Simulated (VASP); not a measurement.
# Ge (Cmcm) in VASP: a series of runs

Ge is run at these levels: LDA; tasks: single point.

Program: VASP 6.6.1. These are calculated values, not measurements. Logs are shortened: lines on timing, memory, paths and dates and some standing lists are left out, and cuts for length are marked.

### Step 1. The cell of the first run

It takes space group Cmcm (No. 63, orthorhombic). Conventional cell: a = 2.976 Å, b = 5.189 Å, c = 4.728 Å, α = 90.00°, β = 90.00°, γ = 90.00°. Ge (site symmetry m2m) has 12 Ge at 2.92 to 2.99 Å within 3.9 Å.

### Step 2. Single point, LDA

Input file INCAR:

```
PREC = Accurate ; ENCUT = 520
EDIFF = 1E-6 ; ISMEAR = 0
SIGMA = 0.15 ; LREAL = F
LASPH = T ; NELM = 100
ALGO = Normal ; ISIF = 2
LWAVE = F ; LCHARG = T
LELF = T ; LVHAR = T
NBANDS = 21
```

Input file KPOINTS:

```
regular mesh
0
Gamma
  18 18 10
```

Input file POSCAR:

```
Ge
1.0
    1.4880529250     -2.5946896100      0.0000000000
    1.4880529250      2.5946896100      0.0000000000
    0.0000000000      0.0000000000      4.7275957900
Ge
2
Direct
    0.6665533700      0.3334466300      0.2500000000
    0.3334466300      0.6665533700      0.7500000000
```

Potentials or basis: VASP PAW LDA potentials, release 64 (Ge_d).

Command:

```console
$ cat potpaw_LDA.64/Ge_d/POTCAR > POTCAR
$ mpirun -np 1 vasp_std > vasp.out
```

OUTCAR:

```text
PREC = Accurate
   ENCUT = 520
   EDIFF = 1E-6
   ISMEAR = 0
   LREAL = F
   LASPH = T
   NELM = 100
   ISIF = 2

 ion  position               nearest neighbor table
   1  0.667  0.333  0.250-
   2  0.333  0.667  0.750-

  LATTYP: Found a base centered orthorhombic cell.
 ALAT       =     2.9761058500
 B/A-ratio  =     1.7436809984
 C/A-ratio  =     1.5885173540

  Lattice vectors:

 A1 = (   1.4880529250,  -2.5946896100,   0.0000000000)
 A2 = (   1.4880529250,   2.5946896100,   0.0000000000)
 A3 = (   0.0000000000,   0.0000000000,   4.7275957900)

Analysis of symmetry for initial positions (statically):
=====================================================================
 Subroutine PRICEL returns:
 Original cell was already a primitive cell.

 Routine SETGRP: Setting up the symmetry group for a
 base centered orthorhombic supercell.

 Subroutine GETGRP returns: Found  8 space group operations
 (whereof  4 operations were pure point group operations)
 out of a pool of  8 trial point group operations.

The static configuration has the point symmetry C_2h.
 The point group associated with its full space group is D_2h.

Analysis of symmetry for dynamics (positions and initial velocities):
=====================================================================
 Subroutine PRICEL returns:
 Original cell was already a primitive cell.

 Routine SETGRP: Setting up the symmetry group for a
 base centered orthorhombic supercell.

 Subroutine GETGRP returns: Found  8 space group operations
 (whereof  4 operations were pure point group operations)
 out of a pool of  8 trial point group operations.

The dynamic configuration has the point symmetry C_2h.
 The point group associated with its full space group is D_2h.

 Subroutine INISYM returns: Found  8 space group operations
 (whereof  4 operations are pure point group operations),
 and found     1 'primitive' translations

----------------------------------------------------------------------------------------

                                     Primitive cell

  volume of cell :      36.5068

  direct lattice vectors                    reciprocal lattice vectors
     1.488052925 -2.594689610  0.000000000     0.336009554 -0.192701277  0.000000000
     1.488052925  2.594689610  0.000000000     0.336009554  0.192701277  0.000000000
     0.000000000  0.000000000  4.727595790     0.000000000  0.000000000  0.211524006

  length of vectors
     2.991106096  2.991106096  4.727595790     0.387345069  0.387345069  0.211524006

  position of ions in fractional coordinates (direct lattice)
     0.666553370  0.333446630  0.250000000
     0.333446630  0.666553370  0.750000000

  ion indices of the primitive-cell ions
   primitive index   ion index
                 1           1
                 2           2

----------------------------------------------------------------------------------------

 KPOINTS: regular mesh

Automatic generation of k-mesh.
 Grid dimensions read from file:
 generate k-points for:   18   18   10

 Generating k-lattice:

  Cartesian coordinates                     Fractional coordinates (reciprocal lattice)
     0.018667197 -0.010705626  0.000000000     0.055555556  0.000000000  0.000000000
     0.018667197  0.010705626  0.000000000     0.000000000  0.055555556  0.000000000
     0.000000000  0.000000000  0.021152401     0.000000000  0.000000000  0.100000000

  Length of vectors
     0.021519171  0.021519171  0.021152401

  Shift w.r.t. Gamma in fractional coordinates (k-lattice)
     0.000000000  0.000000000  0.000000000

 Subroutine IBZKPT returns following result:
 ===========================================

 Found    546 irreducible k-points:

 Following reciprocal coordinates:
            Coordinates               Weight
  0.000000  0.000000  0.000000      1.000000
  0.055556  0.000000  0.000000      4.000000
  0.111111  0.000000  0.000000      4.000000
  0.166667  0.000000  0.000000      4.000000
  0.222222  0.000000  0.000000      4.000000
  0.277778  0.000000  0.000000      4.000000
[... 16 lines left out ...]
 -0.277778  0.055556  0.000000      4.000000
 -0.222222  0.055556  0.000000      4.000000
 [... further k-points ...]
   k-points           NKPTS =    546   k-points in BZ     NKDIM =    546   number of bands    NBANDS=     21
   number of dos      NEDOS =    301   number of ions     NIONS =      2
   total plane-waves  NPLWV =  20736
   dimension x,y,z NGX =    24 NGY =   24 NGZ =   36
   dimension x,y,z NGXF=    48 NGYF=   48 NGZF=   72
   ions per type =               2
   NGX,Y,Z   is equivalent  to a cutoff of  13.34, 13.34, 12.66 a.u.
   NGXF,Y,Z  is equivalent  to a cutoff of  26.68, 26.68, 25.32 a.u.
 SYSTEM =  unknown system
   PREC   = accura    normal or accurate (medium, high low for compatibility)
   ISTART =      0    job   : 0-new  1-cont  2-samecut
   ICHARG =      2    charge: 1-file 2-atom 10-const
   ISPIN  =      1    spin polarized calculation?
   LNONCOLLINEAR =      F non collinear calculations
   LSORBIT =      F    spin-orbit coupling
   LASPH  =      T    aspherical Exc in radial PAW
   ENCUT  =  520.0 eV  38.22 Ry    6.18 a.u.   5.56  5.56  8.79*2*pi/ulx,y,z
   NELM   =    100;   NELMIN=  2; NELMDL= -5     # of ELM steps
   EDIFF  = 0.1E-05   stopping-criterion for ELM
   LREAL  =      F    real-space projection
   EDIFFG = 0.1E-04   stopping-criterion for IOM
   NSW    =      0    number of steps for IOM
   IBRION =     -1    ionic relax: 0-MD 1-quasi-New 2-CG
   NFREE  =      0    steps in history (QN), initial steepest desc. (CG)
   ISIF   =      2    stress and relaxation
   ISYM   =      2    0-nonsym 1-usesym 2-fastsym
   POTIM  = 0.5000    time-step for ionic-motion
   TEBEG  =    0.0;   TEEND  =   0.0 temperature during run
   PSTRESS=    0.0 pullay stress
   NELECT =      28.0000    total number of electrons
   NUPDOWN=      -1.0000    fix difference up-down
   EMIN   =  10.00;   EMAX   =-10.00  energy-range for DOS
   EFERMI =   0.00;   METHOD = LEGACY
   ISMEAR =     0;   SIGMA  =   0.15  broadening in eV -4-tet -1-fermi 0-gaus
   EFERMI_NEDOS =   21; number of points for ismear=-14 and -15
   IALGO  =     38    algorithm
   IMIX   =      4    mixing-type and parameters
     AMIX     =   0.40;   BMIX     =  1.00
     AMIX_MAG =   1.60;   BMIX_MAG =  1.00
  volume/ion in A,a.u.               =      18.25       123.18
  Fermi-wavevector in a.u.,A,eV,Ry     =   1.498544  2.831837 30.553703  2.245634
  Thomas-Fermi vector in A             =   2.610289
   LORBIT       =      0    0 simple, 1 ext, 2 COOP (PROOUT), +10 PAW based schemes
   GGA     = CA    functional components
   LHFCALC =     F    Hartree Fock is set to
   AEXX    =    0.0000 exact exchange contribution
   IVDW    =     0    specifies the selected vdW correction
   LEPSILON=     F    determine dielectric tensor
   LRPA    =     F    only Hartree local field effects (RPA)
 non-spin polarized calculation
 Gauss-broadening in eV      SIGMA  =   0.15
  energy-cutoff  :      520.00
  volume of cell :       36.51
 maximum number of plane-waves:      1014
   NGX = 11   NGY = 11   NGZ = 17

 number of electron      28.0000012 magnetization

 Free energy of the ion-electron system (eV)
  ---------------------------------------------------
  ext. energy  EPLUGINS =         0.00000000
  ---------------------------------------------------
  free energy    TOTEN  =        -9.76993240 eV

  energy without entropy =       -9.75852822  energy(sigma->0) =       -9.76423031

 E-fermi :   6.8801     XC(G=0): -11.7458

 val. band max:        6.8771901758   @ k =   0.2222   0.2222   0.4000
 cond. band min:       6.8851565099   @ k =   0.2222   0.0556   0.4000
 fundamental gap:      0.0079663341
 Fermi energy:         6.8800607667

 k-point     1 :       0.0000    0.0000    0.0000
  band No.  band energies     occupation
      1     -17.9534      2.00000
      2     -17.9431      2.00000
      3     -17.9414      2.00000
      4     -17.9393      2.00000
      5     -17.9339      2.00000
      6     -17.9306      2.00000
[... 13 lines left out ...]
     20      19.8034      0.00000
     21      20.9803      0.00000

 k-point     2 :       0.0556    0.0000    0.0000
  band No.  band energies     occupation
      1     -17.9533      2.00000
      2     -17.9460      2.00000
      3     -17.9395      2.00000
      4     -17.9346      2.00000
      5     -17.9317      2.00000
      6     -17.9290      2.00000
[... 13 lines left out ...]
     20      19.5332      0.00000
     21      20.9817      0.00000

 k-point     3 :       0.1111    0.0000    0.0000
  band No.  band energies     occupation
      1     -17.9572      2.00000
      2     -17.9461      2.00000
      3     -17.9319      2.00000
      4     -17.9295      2.00000
      5     -17.9258      2.00000
      6     -17.9250      2.00000
[... 13 lines left out ...]
     20      20.1195      0.00000
     21      21.2273      0.00000

 k-point     4 :       0.1667    0.0000    0.0000
  band No.  band energies     occupation
      1     -17.9655      2.00000
      2     -17.9424      2.00000
      3     -17.9311      2.00000
      4     -17.9301      2.00000
      5     -17.9270      2.00000
      6     -17.9197      2.00000
[... 13 lines left out ...]
     20      20.2568      0.00000
     21      20.9876      0.00000

 k-point     5 :       0.2222    0.0000    0.0000
  band No.  band energies     occupation
      1     -17.9748      2.00000
      2     -17.9399      2.00000
      3     -17.9385      2.00000
      4     -17.9356      2.00000
      5     -17.9221      2.00000
      6     -17.9052      2.00000
[... 13 lines left out ...]
     20      19.4889      0.00000
     21      20.8360      0.00000
[... 382 lines left out ...]
     20      17.4513      0.00000
     21      20.5151      0.00000

 k-point    22 :      -0.3333    0.0556    0.0000
  band No.  band energies     occupation
      1     -17.9857      2.00000
      2     -17.9533      2.00000
      3     -17.9423      2.00000
      4     -17.9404      2.00000
      5     -17.9120      2.00000
      6     -17.8840      2.00000
[... 13 lines left out ...]
     20      17.8784      0.00000
     21      20.7557      0.00000

 k-point    23 :      -0.2778    0.0556    0.0000
  band No.  band energies     occupation
      1     -17.9769      2.00000
      2     -17.9442      2.00000
      3     -17.9415      2.00000
      4     -17.9377      2.00000
      5     -17.9193      2.00000
      6     -17.8978      2.00000
[... 13 lines left out ...]
     20      18.4914      0.00000
     21      20.8895      0.00000

 k-point    24 :      -0.2222    0.0556    0.0000
  band No.  band energies     occupation
      1     -17.9676      2.00000
      2     -17.9454      2.00000
      3     -17.9357      2.00000
      4     -17.9328      2.00000
      5     -17.9239      2.00000
      6     -17.9115      2.00000
[... 13 lines left out ...]
     20      19.3563      0.00000
     21      20.4116      0.00000

 [... further k-points ...]

------------------------ aborting loop because EDIFF is reached ----------------------------------------

  FORCE on cell =-STRESS in cart. coord.  units (eV):
  Direction    XX          YY          ZZ          XY          YZ          ZX
  --------------------------------------------------------------------------------------
  -------------------------------------------------------------------------------------
  Total       -0.3081341     -0.3140055     -0.2734685      0.0000000     -0.0000000      0.0000000
  in kB      -13.5231002    -13.7807792    -12.0017279      0.0000000     -0.0000000      0.0000000
  external PRESSURE =     -13.1018691 kB  Pullay stress =       0.0000000 kB

 VOLUME and BASIS-vectors are now :
 -----------------------------------------------------------------------------
  energy-cutoff  :      520.00
  volume of cell :       36.51
      direct lattice vectors                 reciprocal lattice vectors
     1.488052925 -2.594689610  0.000000000     0.336009554 -0.192701277  0.000000000
     1.488052925  2.594689610  0.000000000     0.336009554  0.192701277  0.000000000
     0.000000000  0.000000000  4.727595790     0.000000000  0.000000000  0.211524006

 POSITION                                       TOTAL-FORCE (eV/Angst)
 -----------------------------------------------------------------------------------
      1.48805     -0.86431      1.18190         0.000000      0.004649      0.000000
      1.48805      0.86431      3.54570         0.000000     -0.004649      0.000000
 -----------------------------------------------------------------------------------
    total drift:                                0.000000     -0.000000      0.000000

  FREE ENERGIE OF THE ION-ELECTRON SYSTEM (eV)
  ---------------------------------------------------
  free  energy   TOTEN  =        -9.7699324018 eV

  energy  without entropy=       -9.7585282214  energy(sigma->0) =       -9.76423031
```

Run time: 1.9 min. Hardware: 1 thread of Intel Xeon Platinum 8488C (Sapphire Rapids), shared host; peak memory 0.4 GiB.

Results:

```
Free energy            : -9.7699 eV
Pressure               : -1.3 GPa
Largest force          : 0.005 eV/Å
Band gap on the k mesh : zero (band 14 reaches 13.51 eV, above the bottom of band 15 at 3.85 eV)
```

Forces in eV/Å, atoms in the order of the input:
```
Ge   0.000  0.005  0.000
Ge   0.000 -0.005  0.000
```

[end of part 1 of 2]
